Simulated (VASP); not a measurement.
## SiSbSe: relaxation of cell and atoms with PBE

Crystal: SiSbSe.

```
CELL_PARAMETERS angstrom
4.59960 0.00000 0.00000
-2.29980 3.98337 0.00000
0.00000 0.00000 7.69937
ATOMIC_POSITIONS crystal
Si 0.66667 0.33333 0.95750
Si 0.33333 0.66667 0.45750
Sb 0.66667 0.33333 0.53327
Sb 0.33333 0.66667 0.03327
Se 0.00000 0.00000 0.74924
Se 0.00000 0.00000 0.24924
```

```
Program                : VASP 6.6.1
Task                   : relaxation of cell and atoms
Functional             : PBE
Potentials or basis    : VASP PAW PBE potentials, release 64 (Si, Sb, Se)
Cutoff                 : 600 eV
k mesh                 : 4 × 4 × 2
Occupations            : gaussian, width 0.2 eV
Spin                   : no spin polarisation
Dipole correction      : no
Further INCAR settings : ALGO = Normal; EDIFF = 1e-06; IBRION = 2; EDIFFG = -0.08; NSW = 36; ISIF = 3
```

| Property | Result |
| --- | --- |
| Relaxed volume | 23.02 Å³/atom |
| Relaxed cell | a = 4.540 Å, b = 4.540 Å, c = 7.740 Å, α = 90.00°, β = 90.00°, γ = 120.00° |
| Space group after relaxing (to 0.05 Å) | P6_3mc (No. 186) |
| Energy gained by relaxing | 95.1 meV/atom |
| Ionic steps | 17 |
| Pressure after relaxing | 0.2 GPa |
| Largest force after relaxing | 0.064 eV/Å |
| Band gap on the k mesh | zero (band 15 reaches 7.18 eV, above the bottom of band 16 at 4.98 eV) |

Forces in eV/Å, atoms in the order of the input:
```
Si   0.000  0.000  0.037
Si   0.000  0.000  0.037
Sb   0.000  0.000 -0.064
Sb   0.000  0.000 -0.064
Se   0.000  0.000  0.027
Se   0.000  0.000  0.027
```

The path:
```
step  energy change (eV)  largest force (eV/Å)  pressure (GPa)  volume (Å³)
   1              0.0000                0.7363           -1.11       141.07
   2             -0.1029                0.7296           -0.08       137.78
   3             -0.2215                0.6267            3.91       128.95
   4             -0.2657                0.5737            3.67       129.25
   5             -0.3415                0.2905            3.28       130.16
   6             -0.3964                0.2722            2.01       132.45
   7             -0.4570                0.3115           -0.77       138.33
   8             -0.4574                0.3164           -0.98       138.84
   9             -0.4812                0.3119           -0.82       138.69
  10             -0.5268                0.2872           -0.25       138.20
  11             -0.5045                0.1894            1.18       136.94
  12             -0.5359                0.2497            0.25       137.76
  13             -0.5487                0.1760            0.07       138.26
  14             -0.5620                0.1218           -0.30       139.52
  15             -0.5668                0.1150            0.12       138.49
  16             -0.5677                0.1092            0.44       137.77
  17             -0.5707                0.0638            0.22       138.14
```

Final structure:
```
Si Sb Se
1.0
     4.53977    0.00000    0.00000
    -2.26988    3.93155    0.00000
     0.00000    0.00000    7.73960
Si Sb Se
2 2 2
Direct
  0.66667 0.33333 0.91067
  0.33333 0.66667 0.41067
  0.66667 0.33333 0.55364
  0.33333 0.66667 0.05364
  0.00000 0.00000 0.77568
  0.00000 0.00000 0.27568
```

Levels at points of the mesh, in eV from the Fermi level:
| k point | band 12 | band 13 | band 14 | band 15 | band 16 | band 17 | band 18 | band 19 |
| --- | --- | --- | --- | --- | --- | --- | --- | --- |
| (0.00, 0.00, 0.00) | -1.60 | -1.60 | -1.57 | -1.05 | -1.05 | -0.46 | -0.28 | 1.99 |
| (0.50, 0.00, 0.00) | -2.01 | -1.76 | -1.00 | 0.72 | 1.21 | 1.23 | 2.05 | 3.29 |
| (0.00, 0.00, 0.50) | -1.49 | -1.48 | -1.48 | -1.48 | -1.48 | 0.27 | 0.27 | 2.94 |
| (0.50, 0.00, 0.50) | -2.43 | -0.36 | -0.36 | -0.23 | -0.23 | 2.01 | 2.01 | 3.65 |

Wall time 3.8 min on 1 thread of AMD EPYC 9R45 96-Core Processor (Zen 5) (shared host), peak memory 0.31 GiB.

Caveat: the k points lie up to 0.41 Å⁻¹ apart in the final cell; spin-orbit coupling is left out, which moves the levels of the heavy elements; the relaxation stopped at a loose force limit of 0.08 eV/Å, so its end isn't a converged minimum.
